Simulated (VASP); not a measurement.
# Hg2AuCl (Cmcm) in VASP: single point with PBE

Aim: the single point of Hg2AuCl with PBE.

Everything below comes from runs of VASP 6.6.1. Logs are shortened: lines on timing, memory, paths and dates and some standing lists are left out, and cuts for length are marked.

**1. The cell of the first run**

Symmetry: Cmcm, No. 63, orthorhombic system. Conventional cell: a = 3.859 Å, b = 11.393 Å, c = 8.422 Å, α = 90.00°, β = 90.00°, γ = 90.00°. Hg (site symmetry m) has 2 Au at 2.57 Å and 2 Hg at 2.67 to 3.34 Å and 3 Cl at 3.09 to 3.24 Å within 3.4 Å. Au (site symmetry m2m) has 4 Hg at 2.57 Å and 3 Cl at 2.82 to 3.46 Å within 3.5 Å. Cl (site symmetry m2m) has 3 Au at 2.82 to 3.46 Å and 6 Hg at 3.09 to 3.24 Å within 3.7 Å.

**2. Single point, PBE**

Input file INCAR:

```
SYSTEM = Hg2AuCl
PREC = Accurate
ENCUT = 520
EDIFF = 1E-7
ISMEAR = -1
SIGMA = 0.1
LREAL = .False.
LASPH = .True.
NELM = 100
ALGO = Normal
ISIF = 2
LWAVE = .False.
LCHARG = .False.
GGA = PE
NBANDS = 52
```

Input file KPOINTS:

```
Automatic mesh
0
Gamma
  5 5 2
  0 0 0
```

Input file POSCAR:

```
Hg2AuCl
1.0
    3.8593690000      0.0000000000      0.0000000000
    1.9296850000     -5.6964100000      0.0000000000
    0.0000000000      0.0000000000     -8.4224500000
Hg Au Cl
4 2 2
Direct
    0.6107700000      0.7784600000      0.9483900000
    0.3892300000      0.2215400000      0.4483900000
    0.3892300000      0.2215400000      0.0516100000
    0.6107700000      0.7784600000      0.5516100000
    0.0865900000      0.8268200000      0.7500000000
    0.9134100000      0.1731800000      0.2500000000
    0.8391000000      0.3218000000      0.7500000000
    0.1609000000      0.6782000000      0.2500000000
```

Potentials or basis: VASP PAW PBE potentials, release 64 (Hg, Au, Cl).

On the command line:

```bash
$ cat potpaw_PBE.64/Hg/POTCAR potpaw_PBE.64/Au/POTCAR potpaw_PBE.64/Cl/POTCAR > POTCAR
$ mpirun -np 1 vasp_std > vasp.out
```

OUTCAR:

```text
SYSTEM = Hg2AuCl
   PREC = Accurate
   ENCUT = 520
   EDIFF = 1E-7
   ISMEAR = -1
   LREAL = .False.
   LASPH = .True.
   NELM = 100
   ISIF = 2
   GGA = PE

 ion  position               nearest neighbor table
   1  0.611  0.778  0.948-   5 2.57   5 2.57   3 2.67   7 3.09   8 3.24   8 3.24   4 3.34   3 3.81
                             3 3.81
   2  0.389  0.222  0.448-   6 2.57   6 2.57   4 2.67   8 3.09   7 3.24   7 3.24   3 3.34   4 3.81
                             4 3.81
   3  0.389  0.222  0.052-   6 2.57   6 2.57   1 2.67   8 3.09   7 3.24   7 3.24   2 3.34   1 3.81
                             1 3.81
   4  0.611  0.778  0.552-   5 2.57   5 2.57   2 2.67   7 3.09   8 3.24   8 3.24   1 3.34   2 3.81
                             2 3.81
   5  0.087  0.827  0.750-   1 2.57   4 2.57   1 2.57   4 2.57   7 2.82
   6  0.913  0.173  0.250-   2 2.57   3 2.57   2 2.57   3 2.57   8 2.82
   7  0.839  0.322  0.750-   5 2.82   4 3.09   1 3.09   3 3.24   2 3.24   2 3.24   3 3.24
   8  0.161  0.678  0.250-   6 2.82   3 3.09   2 3.09   1 3.24   4 3.24   4 3.24   1 3.24

  LATTYP: Found a base centered orthorhombic cell.
 ALAT       =     3.8593690000
 B/A-ratio  =     2.9519903383
 C/A-ratio  =     2.1823386155

  Lattice vectors:

 A1 = (   1.9296840000,   5.6964100000,   0.0000000000)
 A2 = (   1.9296850000,  -5.6964100000,   0.0000000000)
 A3 = (   0.0000000000,   0.0000000000,  -8.4224500000)

Analysis of symmetry for initial positions (statically):
=====================================================================
 Subroutine PRICEL returns:
 Original cell was already a primitive cell.

 Routine SETGRP: Setting up the symmetry group for a
 base centered orthorhombic supercell.

 Subroutine GETGRP returns: Found  8 space group operations
 (whereof  4 operations were pure point group operations)
 out of a pool of  8 trial point group operations.

The static configuration has the point symmetry C_2h.
 The point group associated with its full space group is D_2h.

Analysis of symmetry for dynamics (positions and initial velocities):
=====================================================================
 Subroutine PRICEL returns:
 Original cell was already a primitive cell.

 Routine SETGRP: Setting up the symmetry group for a
 base centered orthorhombic supercell.

 Subroutine GETGRP returns: Found  8 space group operations
 (whereof  4 operations were pure point group operations)
 out of a pool of  8 trial point group operations.

The dynamic configuration has the point symmetry C_2h.
 The point group associated with its full space group is D_2h.

 Subroutine INISYM returns: Found  8 space group operations
[... 110 lines left out ...]
   POTIM  = 0.5000    time-step for ionic-motion
   TEBEG  =    0.0;   TEEND  =   0.0 temperature during run
   PSTRESS=    0.0 pullay stress
   NELECT =      84.0000    total number of electrons
   NUPDOWN=      -1.0000    fix difference up-down
   EMIN   =  10.00;   EMAX   =-10.00  energy-range for DOS
   EFERMI =   0.00;   METHOD = LEGACY
   ISMEAR =    -1;   SIGMA  =   0.10  broadening in eV -4-tet -1-fermi 0-gaus
   EFERMI_NEDOS =   21; number of points for ismear=-14 and -15
   IALGO  =     38    algorithm
   IMIX   =      4    mixing-type and parameters
     AMIX     =   0.40;   BMIX     =  1.00
     AMIX_MAG =   1.60;   BMIX_MAG =  1.00
  volume/ion in A,a.u.               =      23.15       156.19
  Fermi-wavevector in a.u.,A,eV,Ry     =   1.257909  2.377104 21.528979  1.582335
  Thomas-Fermi vector in A             =   2.391545
   LORBIT       =      0    0 simple, 1 ext, 2 COOP (PROOUT), +10 PAW based schemes
   GGA     = PE    functional components
   LHFCALC =     F    Hartree Fock is set to
   AEXX    =    0.0000 exact exchange contribution
   IVDW    =     0    specifies the selected vdW correction
   LEPSILON=     F    determine dielectric tensor
   LRPA    =     F    only Hartree local field effects (RPA)
 non-spin polarized calculation
  energy-cutoff  :      520.00
  volume of cell :      185.16
 maximum number of plane-waves:      5000
 NGX is ok and might be reduce to    30
   NGX = 15   NGY = 23   NGZ = 31

 number of electron      84.0000003 magnetization

 Free energy of the ion-electron system (eV)
  ---------------------------------------------------
  ext. energy  EPLUGINS =         0.00000000
  ---------------------------------------------------
  free energy    TOTEN  =        -8.87650871 eV

  energy without entropy =       -8.78886791  energy(sigma->0) =       -8.83268831

 E-fermi :   3.3659     XC(G=0): -10.2939

 val. band max:        3.3412676886   @ k =  -0.2000   0.2000   0.0000
 cond. band min:       3.3825350502   @ k =   0.2000  -0.0000   0.0000
 fundamental gap:      0.0412673616
 Fermi energy:         3.3659166238

 k-point     1 :       0.0000    0.0000    0.0000
  band No.  band energies     occupation
      1     -11.5562      2.00000
      2     -11.4864      2.00000
      3      -4.7672      2.00000
      4      -4.5680      2.00000
      5      -4.4621      2.00000
      6      -4.4229      2.00000
[... 979 lines left out ...]
     51      10.6800      0.00000
     52      10.6800      0.00000

------------------------ aborting loop because EDIFF is reached ----------------------------------------

  FORCE on cell =-STRESS in cart. coord.  units (eV):
  Direction    XX          YY          ZZ          XY          YZ          ZX
  --------------------------------------------------------------------------------------
  -------------------------------------------------------------------------------------
  Total       19.3070127     12.4521133     15.9828097     -0.0000011      0.0000000      0.0000000
  in kB      167.0589234    107.7451323    138.2953973     -0.0000095      0.0000000      0.0000000
  external PRESSURE =     137.6998177 kB  Pullay stress =       0.0000000 kB

 VOLUME and BASIS-vectors are now :
 -----------------------------------------------------------------------------
  energy-cutoff  :      520.00
  volume of cell :      185.16
      direct lattice vectors                 reciprocal lattice vectors
     3.859369000  0.000000000  0.000000000     0.259109715  0.087774604  0.000000000
     1.929685000 -5.696410000  0.000000000     0.000000000 -0.175549162  0.000000000
     0.000000000  0.000000000 -8.422450000     0.000000000  0.000000000 -0.118730298

 POSITION                                       TOTAL-FORCE (eV/Angst)
 -----------------------------------------------------------------------------------
      3.85937     -4.43443     -7.98777        -0.000000      1.399000     -1.721323
      1.92968     -1.26198     -3.77654         0.000000     -1.399000     -1.721323
      1.92968     -1.26198     -0.43468         0.000000     -1.399000      1.721323
      3.85937     -4.43443     -4.64591        -0.000000      1.399000      1.721323
      1.92968     -4.70991     -6.31684         0.000000     -0.451558      0.000000
      3.85937     -0.98650     -2.10561        -0.000000      0.451558      0.000000
      3.85937     -1.83310     -6.31684        -0.000000      0.167800      0.000000
      1.92968     -3.86331     -2.10561         0.000000     -0.167800      0.000000
 -----------------------------------------------------------------------------------
    total drift:                               -0.000000     -0.000000      0.000000

  FREE ENERGIE OF THE ION-ELECTRON SYSTEM (eV)
  ---------------------------------------------------
  free  energy   TOTEN  =        -8.8765087086 eV

  energy  without entropy=       -8.7888679143  energy(sigma->0) =       -8.83268831
```

stdout:

```text
POSCAR found type information on POSCAR HgAuCl
 POSCAR found :  3 types and       8 ions
 scaLAPACK will be used
 LDA part: xc-table for (Slater+PW92), standard interpolation
 POSCAR, INCAR and KPOINTS ok, starting setup
 FFT: planning ... GRIDC
 FFT: planning ... GRID_SOFT
 FFT: planning ... GRID
 WAVECAR not read
 entering main loop
```

Wall time 87 s (1 thread of Intel Xeon 6975P-C (Granite Rapids), shared host); peak memory 0.37 GiB.

Results:

```yaml
Free_energy: -8.8765 eV
Pressure: 13.8 GPa
Largest_force: 2.218 eV/Å
```

Forces on the atoms (eV/Å):
```
Hg   0.000  1.399 -1.721
Hg   0.000 -1.399 -1.721
Hg   0.000 -1.399  1.721
Hg   0.000  1.399  1.721
Au   0.000 -0.452  0.000
Au   0.000  0.452  0.000
Cl   0.000  0.168  0.000
Cl   0.000 -0.168  0.000
```

Stress tensor (GPa, compression positive):
```
16.71  0.00  0.00
 0.00 10.77  0.00
 0.00  0.00 13.83
```

Levels at points of the mesh, in eV from the Fermi level:
| k point | band 39 | band 40 | band 41 | band 42 | band 43 | band 44 | band 45 | band 46 |
| --- | --- | --- | --- | --- | --- | --- | --- | --- |
| (0.00, 0.00, 0.00) | -2.05 | -2.01 | -1.82 | -0.71 | 1.54 | 2.23 | 2.33 | 2.87 |
| (0.00, 0.00, 0.50) | -1.89 | -1.89 | -1.51 | -1.51 | 2.27 | 2.27 | 3.10 | 3.10 |

Caveat: the k points lie up to 0.37 Å⁻¹ apart; spin-orbit coupling is left out, which moves the levels of the heavy elements; forces of over 1 eV/Å act on the atoms, so gaps and moduli don't describe the material at rest.
